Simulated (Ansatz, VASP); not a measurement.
Two plane-wave programs on CdTe

Contents of POSCAR:

```
CdTe
1.0
    0.0000000000      3.2799551162      3.2143560138
    3.2799551162      0.0000000000      3.2143560138
    3.2799551162      3.2799551162      0.0000000000
Cd Te
1 1
Direct
    0.0000000000      0.0000000000      0.0000000000
    0.2500000000      0.2500000000      0.2500000000
```

File INCAR.step1:

```
SYSTEM = CdTe
ALGO = Normal ; EDIFF = 1E-4
ENCUT = 520 ; GGA = PE
GGA_COMPAT = .False. ; ISMEAR = -1
LASPH = .True. ; LCHARG = .False.
LREAL = .False. ; LSORBIT = .True.
LWAVE = .True. ; MAGMOM = 0 0 0 0 0 0
NBANDS = 30 ; NELM = 150
PREC = Accurate ; SIGMA = 0.02
```

Contents of INCAR.step2:

```
SYSTEM = CdTe
ALGO = Normal ; EDIFF = 1E-6
ENCUT = 520 ; GGA_COMPAT = .False.
ISIF = 2 ; ISMEAR = -1
ISTART = 1 ; LASPH = .True.
LCHARG = .False. ; LMIXTAU = .True.
LORBIT = 11 ; LORBMOM = .True.
LREAL = .False. ; LSORBIT = .True.
LWAVE = .False. ; MAGMOM = 0 0 0 0 0 0
METAGGA = R2SCAN ; NBANDS = 30
NELM = 150 ; PREC = Accurate
SIGMA = 0.02
```

The input KPOINTS:

```
k-points
0
Gamma
  6 6 6
  0 0 0
```

Input for Ansatz:

```yaml
crystal:
  lattice:
    - [0.0, 3.2799551162, 3.2143560138]
    - [3.2799551162, 0.0, 3.2143560138]
    - [3.2799551162, 3.2799551162, 0.0]
  atoms:
    - { symbol: Cd, position: [0.0, 0.0, 0.0] }
    - { symbol: Te, position: [0.25, 0.25, 0.25] }
kpoints:
  mp_grid: { grid: [6, 6, 6] }
  band_path:
    path:
      - [0.0, 0.0, 0.0]
      - [-0.5, -0.5, 0.0]
      - [-0.375, -0.375, 0.25]
      - [-0.375, 0.0, 0.375]
      - [0.0, 0.0, 0.5]
      - [-0.5, -0.25, 0.25]
    npoints: 1
hamiltonian:
  xc: r2scan
scf:
  occupations: { method: fermi_dirac, width: 0.02 }
  n_extra_bands: 8
magnetization:
  noncollinear: true
  spin_orbit: true
output:
  forces: true
  stress: true
  eigenvalues: true
```

Change from the starting cell: uniaxial_z strain -2.0%.

Alike in both runs: task single point; functional r2SCAN; k mesh 6 × 6 × 6; occupations fermi-dirac, width 0.02 eV; non-collinear spin, spin-orbit coupling.

```csv
,VASP,Ansatz
version,VASP 6.6.1,Ansatz 0.2.0
potentials or method,"VASP PAW PBE potentials, release 64 (Cd, Te)","plane waves, PAW"
plane-wave cutoff (eV),520,500
valence electrons in the cell,18,36
```

Ansatz gave:

```
pressure (GPa)                                                : 0.8
traceless stress, the component that is largest in VASP (GPa) : 0.21
```

Task: Which values does VASP return?

Result: Pressure (GPa): 0.9; traceless stress, the component that is largest in VASP (GPa): 0.21.

VASP's potentials were made for PBE, not for r2SCAN. VASP's potentials hold 18 valence electrons a cell and Ansatz's 36, so a difference there can come from the potentials and not from the codes.
